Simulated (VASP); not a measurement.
# RbP2N2 (P1) in VASP: a series of runs

Runs on RbP2N2. Level: PBE. Tasks: single point.

Program: VASP 6.6.1. These are calculated values, not measurements. Logs are shortened: lines on timing, memory, paths and dates and some standing lists are left out, and cuts for length are marked.

## (1) The cell of the first run

The typed cell holds 5 atoms: a = 2.889 Å, b = 4.984 Å, c = 5.833 Å, α = 102.33°, β = 97.11°, γ = 90.00°.

## (2) Single point, PBE

The input, INCAR:

```
  PREC = Accurate
  ENCUT = 520
  EDIFF = 1E-7
  ISMEAR = 0
  SIGMA = 0.1
  LREAL = F
  LASPH = T
  NELM = 80
  ALGO = Normal
  ISIF = 2
  LWAVE = F
  LCHARG = T
  GGA = PE
  LELF = T
  LVHAR = T
  NBANDS = 22
```

The input, KPOINTS:

```
regular mesh
0
Gamma
  6 4 4
```

The input, POSCAR:

```
RbP2N2
1.0
    2.8885838700      0.0000000000      0.0000000000
    0.0000000100      4.9838073600      0.0000000000
   -0.7221459700     -1.2459518400      5.6521289900
Rb P N
1 2 2
Direct
    0.6459249400      0.1246649300      0.5063717300
    0.0219123600      0.0006523500      0.0103214000
    0.5219123600      0.5006523500      0.0103214000
    0.4920539900      0.1680605100      0.0000000000
    0.9920539900      0.6680605100      0.0000000000
```

Potentials or basis: VASP PAW PBE potentials, release 64 (Rb_sv, P, N).

Command:

```console
$ cat potpaw_PBE.64/Rb_sv/POTCAR potpaw_PBE.64/P/POTCAR potpaw_PBE.64/N/POTCAR > POTCAR
$ mpirun -np 1 vasp_std > vasp.out
```

OUTCAR:

```text
PREC = Accurate
   ENCUT = 520
   EDIFF = 1E-7
   ISMEAR = 0
   LREAL = F
   LASPH = T
   NELM = 80
   ISIF = 2
   GGA = PE

 ion  position               nearest neighbor table
   1  0.646  0.125  0.506-   4 2.93   4 2.99   2 3.15   2 3.15   2 3.19   3 3.19   4 3.51   5 3.55
                             5 3.57   5 3.64   3 3.75   3 3.75   2 3.79   3 3.79
   2  0.022  0.001  0.010-   4 1.61   5 1.65   4 1.74   3 2.88   3 2.88   3 2.88   3 2.88   1 3.15
                             1 3.15   1 3.19   1 3.79
   3  0.522  0.501  0.010-   5 1.61   4 1.65   5 1.74   2 2.88   2 2.88   2 2.88   2 2.88   1 3.19
                             1 3.75   1 3.75   1 3.79
   4  0.492  0.168  0.000-   2 1.61   3 1.65   2 1.74   1 2.93   1 2.99   1 3.51
   5  0.992  0.668  0.000-   3 1.61   2 1.65   3 1.74   1 3.55   1 3.57   1 3.64

  LATTYP: Found a triclinic cell.
 ALAT       =     2.8885838700
 B/A-ratio  =     1.9941965058
 C/A-ratio  =     2.1394569765
 COS(alpha) =     0.0013582751
 COS(beta)  =     0.3505562427
 COS(gamma) =     0.5014550976

  Lattice vectors:

 A1 = (   2.8885838700,   0.0000000000,   0.0000000000)
 A2 = (   2.8885838800,   4.9838073600,   0.0000000000)
 A3 = (   2.1664379000,  -1.2459518400,   5.6521289900)

Analysis of symmetry for initial positions (statically):
=====================================================================
 Subroutine PRICEL returns:
 Original cell was already a primitive cell.

 Routine SETGRP: Setting up the symmetry group for a
 triclinic supercell.

 Subroutine GETGRP returns: Found  1 space group operations
 (whereof  1 operations were pure point group operations)
 out of a pool of  2 trial point group operations.

The static configuration has the point symmetry C_1 .

Analysis of symmetry for dynamics (positions and initial velocities):
=====================================================================
 Subroutine PRICEL returns:
 Original cell was already a primitive cell.

 Routine SETGRP: Setting up the symmetry group for a
 triclinic supercell.

 Subroutine GETGRP returns: Found  1 space group operations
 (whereof  1 operations were pure point group operations)
 out of a pool of  2 trial point group operations.

The dynamic configuration has the point symmetry C_1 .

 Subroutine INISYM returns: Found  1 space group operations
 (whereof  1 operations are pure point group operations),
 and found     1 'primitive' translations

[... 100 lines left out ...]
   EDIFF  = 0.1E-06   stopping-criterion for ELM
   LREAL  =      F    real-space projection
   EDIFFG = 0.1E-05   stopping-criterion for IOM
   NSW    =      0    number of steps for IOM
   IBRION =     -1    ionic relax: 0-MD 1-quasi-New 2-CG
   NFREE  =      0    steps in history (QN), initial steepest desc. (CG)
   ISIF   =      2    stress and relaxation
   ISYM   =      2    0-nonsym 1-usesym 2-fastsym
   POTIM  = 0.5000    time-step for ionic-motion
   TEBEG  =    0.0;   TEEND  =   0.0 temperature during run
   PSTRESS=    0.0 pullay stress
   NELECT =      29.0000    total number of electrons
   NUPDOWN=      -1.0000    fix difference up-down
   EMIN   =  10.00;   EMAX   =-10.00  energy-range for DOS
   EFERMI =   0.00;   METHOD = LEGACY
   ISMEAR =     0;   SIGMA  =   0.10  broadening in eV -4-tet -1-fermi 0-gaus
   EFERMI_NEDOS =   21; number of points for ismear=-14 and -15
   IALGO  =     38    algorithm
   IMIX   =      4    mixing-type and parameters
     AMIX     =   0.40;   BMIX     =  1.00
     AMIX_MAG =   1.60;   BMIX_MAG =  1.00
  volume/ion in A,a.u.               =      16.27       109.82
  Fermi-wavevector in a.u.,A,eV,Ry     =   1.160704  2.193412 18.330221  1.347233
  Thomas-Fermi vector in A             =   2.297284
   LORBIT       =      0    0 simple, 1 ext, 2 COOP (PROOUT), +10 PAW based schemes
   GGA     = PE    functional components
   LHFCALC =     F    Hartree Fock is set to
   AEXX    =    0.0000 exact exchange contribution
   IVDW    =     0    specifies the selected vdW correction
   LEPSILON=     F    determine dielectric tensor
   LRPA    =     F    only Hartree local field effects (RPA)
 non-spin polarized calculation
 Gauss-broadening in eV      SIGMA  =   0.10
  energy-cutoff  :      520.00
  volume of cell :       81.37
 maximum number of plane-waves:      2229
 NGX is ok and might be reduce to    24
   NGX = 11   NGY = 19   NGZ = 21

 number of electron      29.0000002 magnetization

 Free energy of the ion-electron system (eV)
  ---------------------------------------------------
  ext. energy  EPLUGINS =         0.00000000
  ---------------------------------------------------
  free energy    TOTEN  =       -22.43273023 eV

  energy without entropy =      -22.42013164  energy(sigma->0) =      -22.42643094

 E-fermi :   6.2764     XC(G=0):  -9.5163

 val. band max:        6.2749490374   @ k =   0.3333   0.0000   0.5000
 cond. band min:       6.2877936323   @ k =   0.5000  -0.2500   0.2500
 fundamental gap:      0.0128445950
 Fermi energy:         6.2764150682

 k-point     1 :       0.0000    0.0000    0.0000
  band No.  band energies     occupation
      1     -22.7327      2.00000
      2     -16.2176      2.00000
      3     -13.5206      2.00000
      4      -8.8085      2.00000
      5      -7.1326      2.00000
      6      -6.7267      2.00000
[... 589 lines left out ...]
     21      11.8266      0.00000
     22      12.2709      0.00000

 [... further k-points ...]

------------------------ aborting loop because EDIFF is reached ----------------------------------------

  FORCE on cell =-STRESS in cart. coord.  units (eV):
  Direction    XX          YY          ZZ          XY          YZ          ZX
  --------------------------------------------------------------------------------------
  -------------------------------------------------------------------------------------
  Total       21.9545477     22.3855936      3.5501235      3.3036214     -0.1355113     -0.4738574
  in kB      432.2915864    440.7790083     69.9029899     65.0492890     -2.6682574     -9.3303938
  external PRESSURE =     314.3245282 kB  Pullay stress =       0.0000000 kB

 VOLUME and BASIS-vectors are now :
 -----------------------------------------------------------------------------
  energy-cutoff  :      520.00
  volume of cell :       81.37
      direct lattice vectors                 reciprocal lattice vectors
     2.888583870  0.000000000  0.000000000     0.346190398 -0.000000001  0.044231121
     0.000000010  4.983807360  0.000000000     0.000000000  0.200649810  0.044231121
    -0.722145970 -1.245951840  5.652128990     0.000000000  0.000000000  0.176924483

 POSITION                                       TOTAL-FORCE (eV/Angst)
 -----------------------------------------------------------------------------------
      1.50013     -0.00961      2.86208         0.011325      0.054296     -0.106330
      0.05584     -0.00961      0.05834        -1.802870     -0.534722      1.054160
      1.50013      2.48229      0.05834        -2.148981     -0.041426      1.372230
      1.42134      0.83758      0.00000         1.950364      0.389583     -1.166001
      2.86563      3.32948      0.00000         1.990162      0.132268     -1.154058
 -----------------------------------------------------------------------------------
    total drift:                               -0.000044      0.000066     -0.000061

  FREE ENERGIE OF THE ION-ELECTRON SYSTEM (eV)
  ---------------------------------------------------
  free  energy   TOTEN  =       -22.4327302292 eV

  energy  without entropy=      -22.4201316431  energy(sigma->0) =      -22.42643094
```

stdout:

```text
POSCAR found type information on POSCAR RbP N
 POSCAR found :  3 types and       5 ions
 scaLAPACK will be used
 LDA part: xc-table for (Slater+PW92), standard interpolation
 POSCAR, INCAR and KPOINTS ok, starting setup
 FFT: planning ... GRIDC
 FFT: planning ... GRID_SOFT
 FFT: planning ... GRID
 WAVECAR not read
 entering main loop
```

Run time: 38 s. Hardware: 1 thread of Intel Xeon 6975P-C (Granite Rapids), shared host; peak memory 0.25 GiB.

Results:

```yaml
Free_energy: -22.4327 eV
Pressure: 31.4 GPa
Largest_force: 2.550 eV/Å
Band_gap_on_the_k_mesh: zero (an odd number of electrons rules out a gap without spin polarisation)
```

Forces in eV/Å, atoms in the order of the input:
```
Rb   0.011  0.054 -0.106
P   -1.803 -0.535  1.054
P   -2.149 -0.041  1.372
N    1.950  0.390 -1.166
N    1.990  0.132 -1.154
```

Caveat: the k points lie up to 0.37 Å⁻¹ apart, too coarse for converged energies and pressures of a metal; forces of over 1 eV/Å act on the atoms, so gaps and moduli don't describe the material at rest.

## (3) Single point, PBE, collinear spin, ferromagnetic start

The input, INCAR:

```
PREC = Accurate
ENCUT = 520
EDIFF = 1E-7
ISMEAR = 0
SIGMA = 0.1
LREAL = F
LASPH = T
NELM = 150
ALGO = Normal
ISIF = 2
LWAVE = F
LCHARG = T
ISPIN = 2
MAGMOM = 0 0 0 1 1
LORBIT = 11
GGA = PE
LELF = T
LVHAR = T
NBANDS = 26
```

KPOINTS is that of step 2.

POSCAR is that of step 2.

Potentials or basis: VASP PAW PBE potentials, release 64 (Rb_sv, P, N).

Command:

```console
$ cat potpaw_PBE.64/Rb_sv/POTCAR potpaw_PBE.64/P/POTCAR potpaw_PBE.64/N/POTCAR > POTCAR
$ mpirun -np 1 vasp_std > vasp.out
```

Run time: 2.4 min. Hardware: 1 thread of Intel Xeon Platinum 8488C (Sapphire Rapids), shared host; peak memory 0.34 GiB.

Results (log left out):

| Quantity | Value |
| --- | --- |
| Free energy | -22.4327 eV |
| Pressure | 31.4 GPa |
| Largest force | 2.550 eV/Å |
| Net moment | 0.00 μB per cell |
| Valence electrons inside the program's atomic spheres | Rb 7.38; P 2.53, 2.51; N 3.95, 3.94 |

Forces on the atoms (eV/Å):
```
Rb   0.011  0.054 -0.106
P   -1.803 -0.535  1.054
P   -2.149 -0.041  1.372
N    1.950  0.390 -1.166
N    1.990  0.132 -1.154
```

Stress tensor (GPa, compression positive):
```
43.23  6.50 -0.93
 6.50 44.08 -0.27
-0.93 -0.27  6.99
```

Levels at points of the mesh, in eV from the Fermi level:
Spin up:
```tsv
k point	band 10	band 11	band 12	band 13	band 14	band 15	band 16	band 17	band 18	band 19
(0.00, 0.00, 0.00)	-8.46	-7.53	-5.98	-2.58	-2.23	-1.61	0.97	2.46	3.10	3.40
(0.50, 0.00, 0.00)	-11.20	-6.44	-6.09	-1.63	-1.04	1.06	1.39	2.88	3.06	3.29
(0.00, 0.50, 0.00)	-8.73	-8.02	-7.41	-1.16	-0.91	0.74	0.99	1.83	2.00	3.17
(0.50, 0.50, 0.00)	-9.29	-6.35	-5.91	-2.52	-1.70	-1.67	-1.20	1.85	4.09	4.54
(0.00, 0.00, 0.50)	-8.66	-7.52	-6.27	-1.91	-1.64	-1.51	0.51	2.46	2.71	3.42
(0.50, 0.00, 0.50)	-11.24	-6.57	-6.22	-1.30	-1.19	0.67	1.43	2.44	2.83	3.41
(0.00, 0.50, 0.50)	-8.74	-8.33	-7.79	-0.95	-0.76	0.82	0.92	1.77	2.49	3.16
(0.50, 0.50, 0.50)	-9.29	-6.45	-6.12	-2.05	-1.71	-1.49	-1.16	1.68	2.36	3.96
```
Spin down:
```tsv
k point	band 12	band 13	band 14	band 15	band 16	band 17
(0.00, 0.00, 0.00)	-5.98	-2.58	-2.23	-1.61	0.97	2.46
(0.50, 0.00, 0.00)	-6.09	-1.63	-1.04	1.06	1.39	2.88
(0.00, 0.50, 0.00)	-7.41	-1.16	-0.91	0.74	0.99	1.83
(0.50, 0.50, 0.00)	-5.91	-2.52	-1.70	-1.67	-1.20	1.85
(0.00, 0.00, 0.50)	-6.27	-1.91	-1.64	-1.51	0.51	2.46
(0.50, 0.00, 0.50)	-6.22	-1.30	-1.19	0.67	1.43	2.44
(0.00, 0.50, 0.50)	-7.79	-0.95	-0.76	0.82	0.92	1.77
(0.50, 0.50, 0.50)	-6.12	-2.05	-1.71	-1.49	-1.16	1.68
```

Caveat: the k points lie up to 0.37 Å⁻¹ apart; forces of over 1 eV/Å act on the atoms, so gaps and moduli don't describe the material at rest.
